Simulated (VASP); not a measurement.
# FeO: single point with PBE

FeO:

```
CELL_PARAMETERS angstrom
-1.51768 -0.87623 -2.51579
1.51768 0.87623 -5.03159
1.51768 -2.62870 0.00000
ATOMIC_POSITIONS crystal
Fe 0.00000 0.00000 0.00000
Fe 0.00000 0.50000 0.50000
O 0.50000 0.00000 0.50000
O 0.50000 0.50000 0.00000
```

| Quantity | Value |
| --- | --- |
| Program | VASP 6.6.1 |
| Task | single point |
| Functional | PBE |
| Potentials or basis | VASP PAW PBE potentials, release 64 (Fe, O) |
| Cutoff | 520 eV |
| k mesh | 8 × 5 × 7 |
| Occupations | fermi-dirac, width 0.03 eV |
| Spin | collinear spin, ferromagnetic start |
| Starting moments | [4.0, 4.0, 0.0, 0.0] μB |
| Dipole correction | no |
| Further INCAR settings | ALGO = Normal; EDIFF = 1e-06; NBANDS = 26 |

- Pressure: -0.7 GPa
- Band gap on the k mesh: zero (filled and empty bands overlap)
- Net moment: 8.00 μB per cell
- Site moments: Fe +3.62; O +0.30 μB
- Valence electrons inside the program's atomic spheres: Fe 6.73; O 4.99

Stress tensor (GPa, compression positive):
```
-0.34 -0.05 -0.19
-0.05 -0.28 -0.11
-0.19 -0.11 -1.47
```

Levels at points of the mesh, in eV from the Fermi level:
Spin up:
| k point | band 14 | band 15 | band 16 | band 17 | band 18 | band 19 | band 20 | band 21 | band 22 | band 23 |
| --- | --- | --- | --- | --- | --- | --- | --- | --- | --- | --- |
| (0.00, 0.00, 0.00) | -3.67 | -3.30 | -2.81 | -2.79 | -2.79 | 0.08 | 5.27 | 8.73 | 10.76 | 14.58 |
| (0.50, 0.00, 0.00) | -2.48 | -0.36 | -0.36 | -0.35 | -0.32 | 4.06 | 4.17 | 8.28 | 8.51 | 12.37 |
Spin down:
| k point | band 7 | band 8 | band 9 | band 10 | band 11 | band 12 | band 13 | band 14 |
| --- | --- | --- | --- | --- | --- | --- | --- | --- |
| (0.00, 0.00, 0.00) | -3.19 | -3.19 | -2.09 | -0.79 | -0.70 | -0.70 | 0.19 | 0.21 |
| (0.50, 0.00, 0.00) | -5.06 | -5.05 | 0.36 | 0.37 | 0.37 | 0.43 | 0.57 | 0.62 |

Run time: 65 s on 1 thread of Intel(R) Xeon(R) Platinum 8559C (Emerald Rapids) (shared host), peak memory 0.26 GiB.

Caveat: semilocal functionals often make such compounds metallic where correlation or magnetic order opens a gap, which also shifts bond lengths; only a ferromagnetic start was run, and an antiferromagnetic order may lie lower in energy. With open d or f shells a metallic result of PBE can be an artefact of self-interaction; +U or a hybrid may open a gap.
